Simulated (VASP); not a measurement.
# BeTe (F-43m) in VASP: notebook

Runs on BeTe. Level: LDA. Tasks: elastic constants.

All numbers are computed with VASP 6.6.1; they aren't measurements. Logs are shortened: lines on timing, memory, paths and dates and some standing lists are left out, and cuts for length are marked.

**1. The cell of the first run**

Symmetry: F-43m, No. 216, cubic system. The conventional cell has a = 5.388 Å, b = 5.388 Å, c = 5.388 Å, α = 90.00°, β = 90.00°, γ = 90.00°. Within 3.1 Å of Be (site symmetry -43m) lie 4 Te at 2.33 Å. Te (site symmetry -43m) has 4 Be at 2.33 Å within 3.1 Å.

**2. Elastic constants, LDA**

The input, INCAR:

```
PREC = Accurate ; ENCUT = 600
EDIFF = 1E-8 ; ISMEAR = 0
SIGMA = 0.01 ; LREAL = F
LASPH = T ; NELM = 60
ALGO = Normal ; ISIF = 3
LWAVE = F ; LCHARG = T
GGA = CA ; NBANDS = 11
IBRION = 6 ; NFREE = 2
POTIM = 0.015 ; NSW = 1
```

The input, KPOINTS:

```
regular mesh
0
Gamma
  8 8 8
```

The input, POSCAR:

```
BeTe
1.0
    0.0000000000      2.6938308687      2.6938308687
    2.6938308687      0.0000000000      2.6938308687
    2.6938308687      2.6938308687      0.0000000000
Be Te
1 1
Direct
    0.0000000000      0.0000000000      0.0000000000
    0.7500000000      0.7500000000      0.7500000000
```

Potentials or basis: VASP PAW LDA potentials, release 64 (Be, Te).

On the command line:

```sh
cat potpaw_LDA.64/Be/POTCAR potpaw_LDA.64/Te/POTCAR > POTCAR
mpirun -np 1 vasp_std > vasp.out
```

OUTCAR:

```text
PREC = Accurate
   ENCUT = 600
   EDIFF = 1E-8
   ISMEAR = 0
   LREAL = F
   LASPH = T
   NELM = 60
   ISIF = 3
   GGA = CA
   IBRION = 6
   NFREE = 2
   POTIM = 0.015
   NSW = 1

 ion  position               nearest neighbor table
   1  0.000  0.000  0.000-   2 2.33   2 2.33   2 2.33   2 2.33
   2  0.750  0.750  0.750-   1 2.33   1 2.33   1 2.33   1 2.33

  LATTYP: Found a face centered cubic cell.
 ALAT       =     5.3876617374

  Lattice vectors:

 A1 = (   0.0000000000,   2.6938308687,   2.6938308687)
 A2 = (   2.6938308687,   0.0000000000,   2.6938308687)
 A3 = (   2.6938308687,   2.6938308687,   0.0000000000)

Analysis of symmetry for initial positions (statically):
=====================================================================
 Subroutine PRICEL returns:
 Original cell was already a primitive cell.

 Routine SETGRP: Setting up the symmetry group for a
 face centered cubic supercell.

 Subroutine GETGRP returns: Found 24 space group operations
 (whereof 24 operations were pure point group operations)
 out of a pool of 48 trial point group operations.

The static configuration has the point symmetry T_d .

Analysis of symmetry for dynamics (positions and initial velocities):
=====================================================================
 Subroutine PRICEL returns:
 Original cell was already a primitive cell.

 Routine SETGRP: Setting up the symmetry group for a
 face centered cubic supercell.

 Subroutine GETGRP returns: Found 24 space group operations
 (whereof 24 operations were pure point group operations)
 out of a pool of 48 trial point group operations.

The dynamic configuration has the point symmetry T_d .

 Subroutine INISYM returns: Found 24 space group operations
 (whereof 24 operations are pure point group operations),
 and found     1 'primitive' translations

----------------------------------------------------------------------------------------

                                     Primitive cell

  volume of cell :      39.0968

  direct lattice vectors                    reciprocal lattice vectors
     0.000000000  2.693830869  2.693830869    -0.185609277  0.185609277  0.185609277
     2.693830869  0.000000000  2.693830869     0.185609277 -0.185609277  0.185609277
     2.693830869  2.693830869  0.000000000     0.185609277  0.185609277 -0.185609277

  length of vectors
     3.809652149  3.809652149  3.809652149     0.321484698  0.321484698  0.321484698

  position of ions in fractional coordinates (direct lattice)
     0.000000000  0.000000000  0.000000000
     0.750000000  0.750000000  0.750000000

  ion indices of the primitive-cell ions
   primitive index   ion index
                 1           1
                 2           2

----------------------------------------------------------------------------------------

 KPOINTS: regular mesh

Automatic generation of k-mesh.
 Grid dimensions read from file:
 generate k-points for:    8    8    8

 Generating k-lattice:

  Cartesian coordinates                     Fractional coordinates (reciprocal lattice)
    -0.023201160  0.023201160  0.023201160     0.125000000  0.000000000  0.000000000
     0.023201160 -0.023201160  0.023201160     0.000000000  0.125000000  0.000000000
     0.023201160  0.023201160 -0.023201160     0.000000000  0.000000000  0.125000000

  Length of vectors
     0.040185587  0.040185587  0.040185587

  Shift w.r.t. Gamma in fractional coordinates (k-lattice)
     0.000000000  0.000000000  0.000000000

 Subroutine IBZKPT returns following result:
 ===========================================

 Found     29 irreducible k-points:

 Following reciprocal coordinates:
            Coordinates               Weight
  0.000000  0.000000  0.000000      1.000000
  0.125000  0.000000  0.000000      8.000000
  0.250000  0.000000  0.000000      8.000000
  0.375000  0.000000  0.000000      8.000000
  0.500000  0.000000  0.000000      4.000000
  0.125000  0.125000  0.000000      6.000000
[... 16 lines left out ...]
  0.500000  0.250000  0.125000     48.000000
 -0.375000  0.250000  0.125000     24.000000
 [... further k-points ...]
   k-points           NKPTS =     29   k-points in BZ     NKDIM =     29   number of bands    NBANDS=     11
[... 40 lines left out ...]
  Thomas-Fermi vector in A             =   2.094351
   LORBIT       =      0    0 simple, 1 ext, 2 COOP (PROOUT), +10 PAW based schemes
   GGA     = CA    functional components
   LHFCALC =     F    Hartree Fock is set to
   AEXX    =    0.0000 exact exchange contribution
   IVDW    =     0    specifies the selected vdW correction
   LEPSILON=     F    determine dielectric tensor
   LRPA    =     F    only Hartree local field effects (RPA)
 finite differences with symmetry
 non-spin polarized calculation
 Gauss-broadening in eV      SIGMA  =   0.01
  energy-cutoff  :      600.00
  volume of cell :       39.10
 maximum number of plane-waves:      1323
   NGX = 15   NGY = 15   NGZ = 15

--------------------------------------- Ionic step        1  -------------------------------------------

 number of electron       8.0000000 magnetization

 Free energy of the ion-electron system (eV)
  ---------------------------------------------------
  ext. energy  EPLUGINS =         0.00000000
  ---------------------------------------------------
  free energy    TOTEN  =        -8.64291360 eV

  energy without entropy =       -8.64291360  energy(sigma->0) =       -8.64291360

------------------------ aborting loop because EDIFF is reached ----------------------------------------

  FORCE on cell =-STRESS in cart. coord.  units (eV):
  Direction    XX          YY          ZZ          XY          YZ          ZX
  --------------------------------------------------------------------------------------
  -------------------------------------------------------------------------------------
  Total        1.8027291      1.8027291      1.8027291      0.0000000     -0.0000000      0.0000000
  in kB       73.8754410     73.8754410     73.8754410      0.0000000     -0.0000000      0.0000000
  external PRESSURE =      73.8754410 kB  Pullay stress =       0.0000000 kB
[... 89 lines left out ...]
  FREE ENERGIE OF THE ION-ELECTRON SYSTEM (eV)
  ---------------------------------------------------
  free  energy   TOTEN  =        -8.6120891790 eV

  energy  without entropy=       -8.6120891790  energy(sigma->0) =       -8.61208918

[... ionic steps 4 to 14 ...]

--------------------------------------- Ionic step       15  -------------------------------------------

 number of electron       8.0000000 magnetization

------------------------ aborting loop because EDIFF is reached ----------------------------------------
[... 67 lines left out ...]
--------------------------------------- Ionic step       17  -------------------------------------------

 number of electron       8.0000000 magnetization

 Free energy of the ion-electron system (eV)
  ---------------------------------------------------
  ext. energy  EPLUGINS =         0.00000000
  ---------------------------------------------------
  free energy    TOTEN  =        -8.64187649 eV

  energy without entropy =       -8.64187649  energy(sigma->0) =       -8.64187649

 E-fermi :   6.6551     XC(G=0):  -9.7937

 val. band max:        6.5982164510   @ k =   0.0000   0.0000   0.0000
 cond. band min:       8.0726490390   @ k =   0.5000   0.5000   0.0000
 fundamental gap:      1.4744325880
 Fermi energy:         6.6550874573

 k-point     1 :       0.0000    0.0000    0.0000
  band No.  band energies     occupation
      1      -6.7238      2.00000
      2       6.4919      2.00000
      3       6.5462      2.00000
      4       6.5982      2.00000
      5       9.9620      0.00000
      6       9.9964      0.00000
      7      10.0333      0.00000
      8      11.2945      0.00000
      9      14.9240      0.00000
     10      17.0566      0.00000
     11      17.0568      0.00000
[... 309 lines left out ...]
 k-point    24 :      -0.3750    0.2500    0.1250
  band No.  band energies     occupation
      1      -4.7303      2.00000
      2       0.6176      2.00000
      3       3.1602      2.00000
      4       4.1973      2.00000
      5      10.5545      0.00000
      6      11.0876      0.00000
      7      13.5898      0.00000
      8      14.6401      0.00000
      9      15.2267      0.00000
     10      18.3349      0.00000
     11      18.8779      0.00000

 [... further k-points ...]

------------------------ aborting loop because EDIFF is reached ----------------------------------------

  FORCE on cell =-STRESS in cart. coord.  units (eV):
  Direction    XX          YY          ZZ          XY          YZ          ZX
  --------------------------------------------------------------------------------------
  -------------------------------------------------------------------------------------
  Total        1.8031154      1.8056913      1.8056913      0.0000000     -0.1234889      0.0000000
  in kB       73.8912713     73.9968318     73.9968318      0.0000000     -5.0605492      0.0000000
  external PRESSURE =      73.9616450 kB  Pullay stress =       0.0000000 kB
[... 17 lines left out ...]
  FREE ENERGIE OF THE ION-ELECTRON SYSTEM (eV)
  ---------------------------------------------------
  free  energy   TOTEN  =        -8.6418764896 eV

  energy  without entropy=       -8.6418764896  energy(sigma->0) =       -8.64187649

 INTERNAL STRAIN TENSORS FROM STRAINED CELLS
 ============================================

 INTERNAL STRAIN TENSOR FOR ION    1 for displacements in x,y,z  (eV/Angst):
          X           Y           Z          XY          YZ          ZX
  --------------------------------------------------------------------------------
  x    -0.00000     0.00000    -0.00000     0.00000    -8.24139    -0.00000
  y    -0.00000    -0.00000    -0.00000     0.00000     0.00000    -8.24134
  z    -0.00000    -0.00000    -0.00000    -8.24058    -0.00000     0.00000

 INTERNAL STRAIN TENSORS FROM DISPLACED ATOMS
 ============================================

 INTERNAL STRAIN TENSOR FOR ION    1 for displacements in x,y,z  (eV/Angst):
          X           Y           Z          XY          YZ          ZX
  --------------------------------------------------------------------------------
  x     0.00000    -0.00000    -0.00000     0.00000    -8.23474     0.00000
  y    -0.00000     0.00000    -0.00000     0.00000     0.00000    -8.23474
  z    -0.00000    -0.00000     0.00000    -8.23474     0.00000     0.00000

 INTERNAL STRAIN TENSOR FOR ION    2 for displacements in x,y,z  (eV/Angst):
          X           Y           Z          XY          YZ          ZX
  --------------------------------------------------------------------------------
  x    -0.00000     0.00000     0.00000     0.00000     8.23585     0.00000
  y     0.00000     0.00000     0.00000     0.00000     0.00000     8.23585
  z     0.00000     0.00000    -0.00000     8.23585     0.00000     0.00000

 Eigenvectors and eigenvalues of the dynamical matrix
 ----------------------------------------------------

   1 f  =   16.357731 THz   102.778656 2PiTHz  545.635178 cm-1    67.650110 meV
             X         Y         Z           dx          dy          dz
      0.000000  0.000000  0.000000     0.000000   -0.966447    0.000000
      4.040746  4.040746  4.040746     0.000000    0.256866    0.000000
[... 21 lines left out ...]
   6 f/i=    0.000178 THz     0.001121 2PiTHz    0.005952 cm-1     0.000738 meV
             X         Y         Z           dx          dy          dz
      0.000000  0.000000  0.000000    -0.238946    0.081763   -0.046903
      4.040746  4.040746  4.040746    -0.899023    0.307631   -0.176470

--------------------------------------------------------------------------------------------------------

 ELASTIC MODULI CONTR FROM IONIC RELAXATION (kBar)
 Direction    XX          YY          ZZ          XY          YZ          ZX
 --------------------------------------------------------------------------------
 XX          -0.0000     -0.0000      0.0000     -0.0000      0.0000     -0.0000
 YY          -0.0000     -0.0000     -0.0000     -0.0000     -0.0000     -0.0000
 ZZ           0.0000     -0.0000     -0.0000      0.0000     -0.0000     -0.0000
 XY          -0.0000     -0.0000      0.0000   -301.5357      0.0000      0.0000
 YZ           0.0000     -0.0000     -0.0000      0.0000   -301.5357      0.0000
 ZX          -0.0000     -0.0000     -0.0000      0.0000      0.0000   -301.5357
 --------------------------------------------------------------------------------

 TOTAL ELASTIC MODULI (kBar)
 Direction    XX          YY          ZZ          XY          YZ          ZX
 --------------------------------------------------------------------------------
 XX        1287.1656    623.1266    623.1266     -0.0000      0.0000     -0.0000
 YY         623.1266   1287.1656    623.1266     -0.0000     -0.0000     -0.0000
 ZZ         623.1266    623.1266   1287.1656     -0.0000     -0.0000     -0.0000
 XY          -0.0000     -0.0000     -0.0000    607.4683      0.0000     -0.0000
 YZ           0.0000     -0.0000     -0.0000      0.0000    607.4683     -0.0000
 ZX          -0.0000     -0.0000     -0.0000     -0.0000     -0.0000    607.4683
 --------------------------------------------------------------------------------
```

Run time: 3.5 min. Hardware: 1 thread of Intel Xeon 6975P-C (Granite Rapids), shared host; peak memory 0.28 GiB.

What came out:

```
Elastic constants C11, C12, C44                         : 129, 62, 61 GPa
Voigt bulk modulus                                      : 84 GPa
Highest phonon frequency at Γ, LO-TO splitting left out : 546 cm⁻¹
```

Phonon frequencies in cm⁻¹ (negative: imaginary):
```
              q point        frequencies
(0.000, 0.000, 0.000)  0 0 0 546 546 546
```

Elastic tensor in Voigt notation (GPa, in the Cartesian axes of the cell as first typed):
```
129  62  62   0   0   0
 62 129  62   0   0   0
 62  62 129   0   0   0
  0   0   0  61   0   0
  0   0   0   0  61   0
  0   0   0   0   0  61
```

Clamped-ion elastic tensor (GPa):
```
129  62  62   0   0   0
 62 129  62   0   0   0
 62  62 129   0   0   0
  0   0   0  91   0   0
  0   0   0   0  91   0
  0   0   0   0   0  91
```

Caveat: the cell is under stress, which shifts elastic constants; spin-orbit coupling is left out, which moves the levels of the heavy elements.

**3. Elastic constants, LDA**

This run uses another cell than the first one, of 20.26 Å³/atom, 1.036 times its volume.

The input, INCAR:

```
SYSTEM = BeTe
PREC = Accurate
ENCUT = 600
EDIFF = 1E-8
ISMEAR = 0
SIGMA = 0.01
LREAL = .False.
LASPH = .True.
NELM = 100
ALGO = Normal
ISIF = 3
LWAVE = .False.
LCHARG = .False.
IBRION = 6
NFREE = 2
POTIM = 0.015
NSW = 1
```

The input, KPOINTS:

```
Automatic mesh
0
Gamma
  8 8 8
  0 0 0
```

The input, POSCAR:

```
BeTe
1.0
    0.0000000000      2.7259429950      2.7259429950
    2.7259429950      0.0000000000      2.7259429950
    2.7259429950      2.7259429950      0.0000000000
Be Te
1 1
Direct
    0.0000000000      0.0000000000      0.0000000000
    0.7500000000      0.7500000000      0.7500000000
```

Potentials or basis: VASP PAW LDA potentials, release 64 (Be, Te).

On the command line:

```sh
cat potpaw_LDA.64/Be/POTCAR potpaw_LDA.64/Te/POTCAR > POTCAR
mpirun -np 1 vasp_std > vasp.out
```

Run time: 2.2 min. Hardware: 1 thread of Intel Xeon 6975P-C (Granite Rapids), shared host; peak memory 0.25 GiB.

It converged, with:

| Property | Result |
| --- | --- |
| Elastic constants C11, C12, C44 | 120, 55, 58 GPa |
| Voigt bulk modulus | 76 GPa |
| Highest phonon frequency at Γ, LO-TO splitting left out | 521 cm⁻¹ |

Phonon frequencies in cm⁻¹ (negative: imaginary):
| q point | frequencies |
| --- | --- |
| (0.000, 0.000, 0.000) | 0 0 0 521 521 521 |

Elastic tensor in Voigt notation (GPa, in the Cartesian axes of the cell as first typed):
```
120  55  55   0   0   0
 55 120  55   0   0   0
 55  55 120   0   0   0
  0   0   0  58   0   0
  0   0   0   0  58   0
  0   0   0   0   0  58
```

Clamped-ion elastic tensor (GPa):
```
120  55  55   0   0   0
 55 120  55   0   0   0
 55  55 120   0   0   0
  0   0   0  81   0   0
  0   0   0   0  81   0
  0   0   0   0   0  81
```

Caveat: the cell is under stress, which shifts elastic constants; spin-orbit coupling is left out, which moves the levels of the heavy elements.

**4. Elastic constants, LDA**

This run uses another cell than the first one, of 20.81 Å³/atom, 1.064 times its volume.

The input, INCAR:

```
SYSTEM = BeTe
PREC     = Accurate       ! precision mode
ENCUT    = 600            ! plane-wave cutoff, eV
EDIFF    = 1E-8           ! SCF threshold, eV
ISMEAR   = 0              ! smearing method
SIGMA    = 0.01           ! smearing width, eV
LREAL    = .False.        ! projectors in reciprocal space
LASPH    = .True.         ! aspherical terms in the spheres
NELM     = 100            ! most SCF steps
ALGO     = Normal         ! electronic algorithm
ISIF     = 3              ! what is computed and relaxed
LWAVE    = .False.        ! write WAVECAR
LCHARG   = .False.        ! write CHGCAR
NBANDS   = 11             ! bands
IBRION   = 6              ! ionic algorithm
NFREE    = 2            
POTIM    = 0.015          ! step
NSW      = 1              ! ionic steps
```

The input, KPOINTS:

```
regular mesh
0
Gamma
  8 8 8
  0 0 0
```

The input, POSCAR:

```
BeTe
1.0
    0.0000000000      2.7505456533      2.7505456533
    2.7505456533      0.0000000000      2.7505456533
    2.7505456533      2.7505456533      0.0000000000
Be Te
1 1
Direct
    0.0000000000      0.0000000000      0.0000000000
    0.7500000000      0.7500000000      0.7500000000
```

On the command line:

```sh
cat potpaw_LDA.64/Be/POTCAR potpaw_LDA.64/Te/POTCAR > POTCAR
mpirun -np 1 vasp_std > vasp.out
```

Wall time 2.7 min (1 thread of Intel Xeon 6975P-C (Granite Rapids), shared host); peak memory 0.27 GiB.

The run converged. Its results:

```yaml
Elastic_constants_C11_C12_C44: 113, 49, 56 GPa
Voigt_bulk_modulus: 70 GPa
Highest_phonon_frequency_at_Γ_LO-TO_splitting_left_out: 503 cm⁻¹
```

Phonon frequencies in cm⁻¹ (negative: imaginary):
```
              q point        frequencies
(0.000, 0.000, 0.000)  0 0 0 503 503 503
```

Elastic tensor in Voigt notation (GPa, in the Cartesian axes of the cell as first typed):
```
113  49  49   0   0   0
 49 113  49   0   0   0
 49  49 113   0   0   0
  0   0   0  56   0   0
  0   0   0   0  56   0
  0   0   0   0   0  56
```

Clamped-ion elastic tensor (GPa):
```
113  49  49   0   0   0
 49 113  49   0   0   0
 49  49 113   0   0   0
  0   0   0  75   0   0
  0   0   0   0  75   0
  0   0   0   0   0  75
```

Caveat: the cell is under stress, which shifts elastic constants; spin-orbit coupling is left out, which moves the levels of the heavy elements.
